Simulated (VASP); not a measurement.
Here is a VASP 6.6.1 calculation.

POSCAR

```
GaAs
1.0
    0.0000000000      2.8640496607      2.8640496607
    2.8640496607      0.0000000000      2.8640496607
    2.8640496607      2.8640496607      0.0000000000
As Ga
1 1
Direct
    0.7500000000      0.7500000000      0.7500000000
    0.0000000000      0.0000000000      0.0000000000
```

The input INCAR.step1:

```
PREC = Accurate
ENCUT = 520
EDIFF = 1E-5
ISMEAR = -1
SIGMA = 0.05
LREAL = False
LASPH = True
NELM = 60
ALGO = Normal
ISIF = 2
LWAVE = True
LCHARG = False
NBANDS = 16
GGA = PE
```

File INCAR.step2:

```
PREC = Accurate
ENCUT = 520
EDIFF = 1E-6
ISMEAR = -1
SIGMA = 0.05
LREAL = False
LASPH = True
NELM = 60
ALGO = Normal
ISIF = 2
LWAVE = False
LCHARG = False
METAGGA = R2SCAN
LHFCALC = True
AEXX = 0.5
LMIXTAU = True
PRECFOCK = Normal
NBANDS = 16
ISTART = 1
```

File KPOINTS:

```
regular mesh
0
Gamma
  4 4 4
```

Potentials or basis: VASP PAW PBE potentials, release 64 (As, Ga_d).

Run with:

```console
$ cat potpaw_PBE.64/As/POTCAR potpaw_PBE.64/Ga_d/POTCAR > POTCAR
$ cp INCAR.step1 INCAR
$ mpirun -np 1 vasp_std > vasp.out
$ cp INCAR.step2 INCAR
$ mpirun -np 1 vasp_std > vasp.out
```

Q: Predict the pressure.

A: -4.9 GPa.

Q: What does it give for the band gap on the k mesh?

A: 3.55 eV.

Caveat: the k points lie up to 0.47 Å⁻¹ apart; the PAW data sets were made with another functional, which shifts forces and pressure a little. A k mesh can miss the band edges.
